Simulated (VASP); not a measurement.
Write the native input for VASP 6.6.1 that does the following.

- Task: single point
- Functional: PBE
- Potentials or basis: VASP PAW PBE potentials, release 64 (Ru_pv)
- Cutoff: 520 eV
- k mesh: 12 × 12 × 12
- Occupations: fermi-dirac, width 0.0612256 eV
- Spin: no spin polarisation
- Dipole correction: no
- Further INCAR settings: ALGO = Normal; EDIFF = 1e-07; NBANDS = 21

The structure of Ru lies in POSCAR:

```
Ru
1.0
    0.0000000000      2.7463064905      2.7463064905
    2.7463064905      0.0000000000      2.7463064905
    2.7463064905      2.7463064905      0.0000000000
Ru
2
Direct
    0.0000000000      0.0000000000      0.0000000000
    0.2500000000      0.2500000000      0.2500000000
```

One way to write it, as run:

INCAR

```
SYSTEM = Ru
PREC = Accurate
ENCUT = 520
EDIFF = 1E-7
ISMEAR = -1
SIGMA = 0.06122561905347299
LREAL = .False.
LASPH = .True.
NELM = 60
ALGO = Normal
ISIF = 2
LWAVE = .False.
LCHARG = .False.
GGA = PE
NBANDS = 21
```

KPOINTS

```
Automatic mesh
0
Gamma
  12 12 12
  0 0 0
```

Potentials or basis: VASP PAW PBE potentials, release 64 (Ru_pv).

Run with:

```sh
$ cat potpaw_PBE.64/Ru_pv/POTCAR > POTCAR
$ mpirun -np 1 vasp_std > vasp.out
```

It gave:

* Pressure: -3.0 GPa
* Band gap on the k mesh: zero (band 14 reaches 7.09 eV, above the bottom of band 15 at 6.27 eV)

It took 93 s on 1 thread of AMD EPYC 7R43 64-Core Processor (Zen 3), on a shared host, peak memory 0.15 GiB.
